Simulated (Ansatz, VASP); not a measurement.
AlN in VASP and in Ansatz

POSCAR

```
AlN
1.0
    2.1849006262     -2.1849006262      0.0000000000
    2.1849006262      0.0000000000     -2.1849006262
    9.1765826299      8.3026223795      8.7396025047
Al N
6 6
Direct
    0.9208400000      0.0000000000      0.3958000000
    0.2875066667      0.3333333333      0.2291333333
    0.5541733333      0.6666666667      0.5624666667
    0.8208400000      1.0000000000      0.8958000000
    0.1875066667      0.3333333333      0.7291333333
    0.6541733333      0.6666666667      0.0624666667
    0.5791733333      0.6666666667      0.4374666667
    0.9458400000      1.0000000000      0.2708000000
    0.2125066667      0.3333333333      0.6041333333
    0.4791733333      0.6666666667      0.9374666667
   -0.1541600000      0.0000000000      0.7708000000
    0.3125066667      0.3333333333      0.1041333333
```

File INCAR.step1:

```
PREC     = Accurate       # precision mode
ENCUT    = 520            # plane-wave cutoff, eV
ISMEAR   = 0              # smearing method
SIGMA    = 0.05           # smearing width, eV
LREAL    = F              # projectors in reciprocal space
LASPH    = T              # aspherical terms in the spheres
NELM     = 100            # most SCF steps
NBANDS   = 36             # bands
GGA      = PE             # functional
ALGO     = Normal         # electronic algorithm
EDIFF    = 1E-4           # SCF threshold, eV
LWAVE    = T              # write WAVECAR
LCHARG   = F              # write CHGCAR
```

Contents of INCAR.step2:

```
PREC     = Accurate       # precision mode
ENCUT    = 520            # plane-wave cutoff, eV
EDIFF    = 1E-6           # SCF threshold, eV
ISMEAR   = 0              # smearing method
SIGMA    = 0.05           # smearing width, eV
LREAL    = F              # projectors in reciprocal space
LASPH    = T              # aspherical terms in the spheres
NELM     = 100            # most SCF steps
ALGO     = Normal         # electronic algorithm
ISIF     = 2              # what is computed and relaxed
LWAVE    = F              # write WAVECAR
LCHARG   = F              # write CHGCAR
METAGGA  = R2SCAN         # meta-GGA
LMIXTAU  = T            
NBANDS   = 36             # bands
ISTART   = 1
```

Contents of KPOINTS:

```
regular mesh
0
Gamma
  8 8 2
```

Input for Ansatz:

```yaml
crystal:
  lattice:
    - [2.1849006262, -2.1849006262, 0.0]
    - [2.1849006262, 0.0, -2.1849006262]
    - [9.1765826299, 8.3026223795, 8.7396025047]
  atoms:
    - { symbol: Al, position: [0.92084, 0.0, 0.3958] }
    - { symbol: Al, position: [0.2875066667, 0.3333333333, 0.2291333333] }
    - { symbol: Al, position: [0.5541733333, 0.6666666667, 0.5624666667] }
    - { symbol: Al, position: [0.82084, 1.0, 0.8958] }
    - { symbol: Al, position: [0.1875066667, 0.3333333333, 0.7291333333] }
    - { symbol: Al, position: [0.6541733333, 0.6666666667, 0.0624666667] }
    - { symbol: "N", position: [0.5791733333, 0.6666666667, 0.4374666667] }
    - { symbol: "N", position: [0.94584, 1.0, 0.2708] }
    - { symbol: "N", position: [0.2125066667, 0.3333333333, 0.6041333333] }
    - { symbol: "N", position: [0.4791733333, 0.6666666667, 0.9374666667] }
    - { symbol: "N", position: [-0.15416, 0.0, 0.7708] }
    - { symbol: "N", position: [0.3125066667, 0.3333333333, 0.1041333333] }
basis:
  ecutwfc: 500
kpoints:
  mp_grid: { grid: [8, 8, 2] }
hamiltonian:
  xc: r2scan
scf:
  occupations: { method: gaussian, width: 0.05 }
output:
  forces: true
  stress: true
  eigenvalues: true
```

Alike in both runs: task single point; functional r2SCAN; k mesh 8 × 8 × 2; occupations gaussian, width 0.05 eV; no spin polarisation.

|  | VASP | Ansatz |
| --- | --- | --- |
| version | VASP 6.6.1 | Ansatz 0.2.0 |
| potentials or method | VASP PAW PBE potentials, release 64 (Al, N), cutoff 520 eV | scalar-relativistic, plane waves, PAW |
| valence electrons in the cell | 48 | 48 |

|  | VASP | Ansatz | Ansatz less VASP |
| --- | --- | --- | --- |
| gap on the k mesh at the Fermi level (eV) | 3.60 | 3.61 | +0.009 |
| least direct gap on the mesh (eV) | 3.99 | 4.00 | +0.011 |
| pressure (GPa) | -0.9 | -0.5 | +0.39 |
| traceless stress, the component that is largest in VASP (GPa) | -3.25 | -3.23 | +0.016 |
| rms of the force components (eV/Å) | 0.298 | 0.297 | -0.0010 |

VASP's potentials were made for PBE, not for r2SCAN. Atom by atom the forces differ by 0.002 eV/Å (rms over components).
